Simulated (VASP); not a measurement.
# Al (Fm-3m) in VASP: single point with LDA

Aim: the single point of Al with LDA.

All numbers are computed with VASP 6.6.1; they aren't measurements. Logs are shortened: lines on timing, memory, paths and dates and some standing lists are left out, and cuts for length are marked.

## Step 1: The cell of the first run

Symmetry: Fm-3m, No. 225, cubic system. Conventional cell: a = 3.983 Å, b = 3.983 Å, c = 3.983 Å, α = 90.00°, β = 90.00°, γ = 90.00°. Al (site symmetry m-3m) has 12 Al at 2.82 Å within 3.7 Å.

## Step 2: Single point, LDA

INCAR

```
PREC = Accurate
ENCUT = 520
EDIFF = 1E-6
ISMEAR = 0
SIGMA = 0.1
LREAL = F
LASPH = T
NELM = 60
ALGO = Normal
ISIF = 2
LWAVE = F
LCHARG = T
LELF = T
LVHAR = T
NBANDS = 8
```

KPOINTS

```
regular mesh
0
Gamma
  34 34 34
```

POSCAR

```
Al
1.0
    0.0000000000      1.9913752905      1.9913752905
    1.9913752905      0.0000000000      1.9913752905
    1.9913752905      1.9913752905      0.0000000000
Al
1
Direct
    0.0000000000      0.0000000000      0.0000000000
```

Potentials or basis: VASP PAW LDA potentials, release 64 (Al).

Command:

```console
$ cat potpaw_LDA.64/Al/POTCAR > POTCAR
$ mpirun -np 1 vasp_std > vasp.out
```

OUTCAR:

```text
PREC = Accurate
   ENCUT = 520
   EDIFF = 1E-6
   ISMEAR = 0
   LREAL = F
   LASPH = T
   NELM = 60
   ISIF = 2

 ion  position               nearest neighbor table
   1  0.000  0.000  0.000-

  LATTYP: Found a face centered cubic cell.
 ALAT       =     3.9827505810

  Lattice vectors:

 A1 = (   0.0000000000,   1.9913752905,   1.9913752905)
 A2 = (   1.9913752905,   0.0000000000,   1.9913752905)
 A3 = (   1.9913752905,   1.9913752905,   0.0000000000)

Analysis of symmetry for initial positions (statically):
=====================================================================
 Subroutine PRICEL returns:
 Original cell was already a primitive cell.

 Routine SETGRP: Setting up the symmetry group for a
 face centered cubic supercell.

 Subroutine GETGRP returns: Found 48 space group operations
 (whereof 48 operations were pure point group operations)
 out of a pool of 48 trial point group operations.

The static configuration has the point symmetry O_h .

Analysis of symmetry for dynamics (positions and initial velocities):
=====================================================================
 Subroutine PRICEL returns:
 Original cell was already a primitive cell.

 Routine SETGRP: Setting up the symmetry group for a
 face centered cubic supercell.

 Subroutine GETGRP returns: Found 48 space group operations
 (whereof 48 operations were pure point group operations)
 out of a pool of 48 trial point group operations.

The dynamic configuration has the point symmetry O_h .

 Subroutine INISYM returns: Found 48 space group operations
 (whereof 48 operations are pure point group operations),
 and found     1 'primitive' translations

----------------------------------------------------------------------------------------

                                     Primitive cell

  volume of cell :      15.7939

  direct lattice vectors                    reciprocal lattice vectors
     0.000000000  1.991375290  1.991375290    -0.251082758  0.251082758  0.251082758
     1.991375290  0.000000000  1.991375290     0.251082758 -0.251082758  0.251082758
     1.991375290  1.991375290  0.000000000     0.251082758  0.251082758 -0.251082758

  length of vectors
     2.816229944  2.816229944  2.816229944     0.434888094  0.434888094  0.434888094

  position of ions in fractional coordinates (direct lattice)
     0.000000000  0.000000000  0.000000000

  ion indices of the primitive-cell ions
   primitive index   ion index
                 1           1

----------------------------------------------------------------------------------------

 KPOINTS: regular mesh

Automatic generation of k-mesh.
 Grid dimensions read from file:
 generate k-points for:   34   34   34

 Generating k-lattice:

  Cartesian coordinates                     Fractional coordinates (reciprocal lattice)
    -0.007384787  0.007384787  0.007384787     0.029411765  0.000000000  0.000000000
     0.007384787 -0.007384787  0.007384787     0.000000000  0.029411765  0.000000000
     0.007384787  0.007384787 -0.007384787     0.000000000  0.000000000  0.029411765

  Length of vectors
     0.012790826  0.012790826  0.012790826

  Shift w.r.t. Gamma in fractional coordinates (k-lattice)
     0.000000000  0.000000000  0.000000000

 Subroutine IBZKPT returns following result:
 ===========================================

 Found   1059 irreducible k-points:

 Following reciprocal coordinates:
            Coordinates               Weight
  0.000000  0.000000  0.000000      1.000000
  0.029412  0.000000  0.000000      8.000000
  0.058824  0.000000  0.000000      8.000000
  0.088235  0.000000  0.000000      8.000000
  0.117647  0.000000  0.000000      8.000000
  0.147059  0.000000  0.000000      8.000000
[... 16 lines left out ...]
  0.147059  0.029412  0.000000     24.000000
  0.176471  0.029412  0.000000     24.000000
 [... further k-points ...]
   k-points           NKPTS =   1059   k-points in BZ     NKDIM =   1059   number of bands    NBANDS=      8
   number of dos      NEDOS =    301   number of ions     NIONS =      1
   total plane-waves  NPLWV =  13824
   dimension x,y,z NGX =    24 NGY =   24 NGZ =   24
   dimension x,y,z NGXF=    48 NGYF=   48 NGZF=   48
   ions per type =               1
   NGX,Y,Z   is equivalent  to a cutoff of  14.17, 14.17, 14.17 a.u.
   NGXF,Y,Z  is equivalent  to a cutoff of  28.34, 28.34, 28.34 a.u.
 SYSTEM =  unknown system
   PREC   = accura    normal or accurate (medium, high low for compatibility)
   ISTART =      0    job   : 0-new  1-cont  2-samecut
   ICHARG =      2    charge: 1-file 2-atom 10-const
   ISPIN  =      1    spin polarized calculation?
   LNONCOLLINEAR =      F non collinear calculations
   LSORBIT =      F    spin-orbit coupling
   LASPH  =      T    aspherical Exc in radial PAW
   ENCUT  =  520.0 eV  38.22 Ry    6.18 a.u.   5.24  5.24  5.24*2*pi/ulx,y,z
   NELM   =     60;   NELMIN=  2; NELMDL= -5     # of ELM steps
   EDIFF  = 0.1E-05   stopping-criterion for ELM
   LREAL  =      F    real-space projection
   EDIFFG = 0.1E-04   stopping-criterion for IOM
   NSW    =      0    number of steps for IOM
   IBRION =     -1    ionic relax: 0-MD 1-quasi-New 2-CG
   NFREE  =      0    steps in history (QN), initial steepest desc. (CG)
   ISIF   =      2    stress and relaxation
   ISYM   =      2    0-nonsym 1-usesym 2-fastsym
   POTIM  = 0.5000    time-step for ionic-motion
   TEBEG  =    0.0;   TEEND  =   0.0 temperature during run
   PSTRESS=    0.0 pullay stress
   NELECT =       3.0000    total number of electrons
   NUPDOWN=      -1.0000    fix difference up-down
   EMIN   =  10.00;   EMAX   =-10.00  energy-range for DOS
   EFERMI =   0.00;   METHOD = LEGACY
   ISMEAR =     0;   SIGMA  =   0.10  broadening in eV -4-tet -1-fermi 0-gaus
   EFERMI_NEDOS =   21; number of points for ismear=-14 and -15
   IALGO  =     38    algorithm
   IMIX   =      4    mixing-type and parameters
     AMIX     =   0.40;   BMIX     =  1.00
     AMIX_MAG =   1.60;   BMIX_MAG =  1.00
  volume/ion in A,a.u.               =      15.79       106.58
  Fermi-wavevector in a.u.,A,eV,Ry     =   0.941063  1.778352 12.049319  0.885600
  Thomas-Fermi vector in A             =   2.068537
   LORBIT       =      0    0 simple, 1 ext, 2 COOP (PROOUT), +10 PAW based schemes
   GGA     = CA    functional components
   LHFCALC =     F    Hartree Fock is set to
   AEXX    =    0.0000 exact exchange contribution
   IVDW    =     0    specifies the selected vdW correction
   LEPSILON=     F    determine dielectric tensor
   LRPA    =     F    only Hartree local field effects (RPA)
 non-spin polarized calculation
 Gauss-broadening in eV      SIGMA  =   0.10
  energy-cutoff  :      520.00
  volume of cell :       15.79
 maximum number of plane-waves:       444
 NGX is ok and might be reduce to    24
   NGX = 11   NGY = 11   NGZ = 11

 number of electron       3.0000000 magnetization

 Free energy of the ion-electron system (eV)
  ---------------------------------------------------
  ext. energy  EPLUGINS =         0.00000000
  ---------------------------------------------------
  free energy    TOTEN  =        -4.19235588 eV

  energy without entropy =       -4.19018533  energy(sigma->0) =       -4.19127061

 E-fermi :   8.2706     XC(G=0): -10.5066

 val. band max:        8.2686082120   @ k =   0.4706   0.4412   0.0294
 cond. band min:       8.2780673606   @ k =  -0.3235   0.4412   0.1471
 fundamental gap:      0.0094591486
 Fermi energy:         8.2706451667

 k-point     1 :       0.0000    0.0000    0.0000
  band No.  band energies     occupation
      1      -3.1522      2.00000
      2      21.0623      0.00000
      3      21.0623      0.00000
      4      21.0623      0.00000
      5      22.7227      0.00000
      6      22.7227      0.00000
      7      22.7227      0.00000
      8      25.1858      0.00000

 k-point     2 :       0.0294    0.0000    0.0000
  band No.  band energies     occupation
      1      -3.1280      2.00000
      2      20.4998      0.00000
      3      20.9659      0.00000
      4      20.9659      0.00000
      5      22.8567      0.00000
      6      22.8567      0.00000
      7      23.0198      0.00000
      8      25.4357      0.00000

 k-point     3 :       0.0588    0.0000    0.0000
  band No.  band energies     occupation
      1      -3.0556      2.00000
      2      19.4326      0.00000
      3      20.7407      0.00000
      4      20.7407      0.00000
      5      23.1933      0.00000
      6      23.1933      0.00000
      7      23.3141      0.00000
      8      26.1636      0.00000

 k-point     4 :       0.0882    0.0000    0.0000
  band No.  band energies     occupation
      1      -2.9349      2.00000
      2      18.2490      0.00000
      3      20.4746      0.00000
      4      20.4746      0.00000
      5      23.3956      0.00000
      6      23.6384      0.00000
      7      23.6384      0.00000
      8      26.9068      0.00000

 k-point     5 :       0.1176    0.0000    0.0000
  band No.  band energies     occupation
      1      -2.7662      2.00000
      2      17.0375      0.00000
      3      20.2115      0.00000
      4      20.2115      0.00000
      5      23.3638      0.00000
      6      24.1267      0.00000
      7      24.1267      0.00000
      8      26.3514      0.00000
[... 177 lines left out ...]
 k-point    22 :       0.1176    0.0294    0.0000
  band No.  band energies     occupation
      1      -2.8064      2.00000
      2      17.4481      0.00000
      3      19.7411      0.00000
      4      20.5680      0.00000
      5      23.3425      0.00000
      6      23.6705      0.00000
      7      24.5338      0.00000
      8      25.8266      0.00000

 k-point    23 :       0.1471    0.0294    0.0000
  band No.  band energies     occupation
      1      -2.6057      2.00000
      2      16.2404      0.00000
      3      19.4745      0.00000
      4      20.3610      0.00000
      5      23.5459      0.00000
      6      23.8466      0.00000
      7      25.0013      0.00000
      8      25.2574      0.00000

 k-point    24 :       0.1765    0.0294    0.0000
  band No.  band energies     occupation
      1      -2.3573      2.00000
      2      15.0433      0.00000
      3      19.2422      0.00000
      4      20.1621      0.00000
      5      23.4687      0.00000
      6      23.9915      0.00000
      7      25.0541      0.00000
      8      25.1767      0.00000

 [... further k-points ...]
[... 5 lines left out ...]
  --------------------------------------------------------------------------------------
  -------------------------------------------------------------------------------------
  Total        0.0074025      0.0074025      0.0074025     -0.0000000     -0.0000000      0.0000000
  in kB        0.7509282      0.7509282      0.7509282     -0.0000000     -0.0000000      0.0000000
  external PRESSURE =       0.7509282 kB  Pullay stress =       0.0000000 kB

 VOLUME and BASIS-vectors are now :
 -----------------------------------------------------------------------------
  energy-cutoff  :      520.00
  volume of cell :       15.79
      direct lattice vectors                 reciprocal lattice vectors
     0.000000000  1.991375290  1.991375290    -0.251082758  0.251082758  0.251082758
     1.991375290  0.000000000  1.991375290     0.251082758 -0.251082758  0.251082758
     1.991375290  1.991375290  0.000000000     0.251082758  0.251082758 -0.251082758

 POSITION                                       TOTAL-FORCE (eV/Angst)
 -----------------------------------------------------------------------------------
      0.00000      0.00000      0.00000        -0.000000      0.000000      0.000000
 -----------------------------------------------------------------------------------
    total drift:                                0.000000     -0.000000     -0.000000

  FREE ENERGIE OF THE ION-ELECTRON SYSTEM (eV)
  ---------------------------------------------------
  free  energy   TOTEN  =        -4.1923558819 eV

  energy  without entropy=       -4.1901853304  energy(sigma->0) =       -4.19127061
```

It took 48 s on 1 thread of Intel Xeon Platinum 8488C (Sapphire Rapids), shared host; peak memory 0.22 GiB.

Results:

* Free energy: -4.1924 eV
* Pressure: 0.1 GPa

Levels at points of the mesh, in eV from the Fermi level:
| k point | band 1 | band 2 | band 3 | band 4 |
| --- | --- | --- | --- | --- |
| (0.00, 0.00, 0.00) | -11.42 | 12.79 | 12.79 | 12.79 |
| (0.50, 0.00, 0.00) | -4.74 | -4.47 | 11.62 | 11.62 |
| (0.50, 0.50, 0.00) | -3.02 | -1.64 | 5.29 | 5.72 |
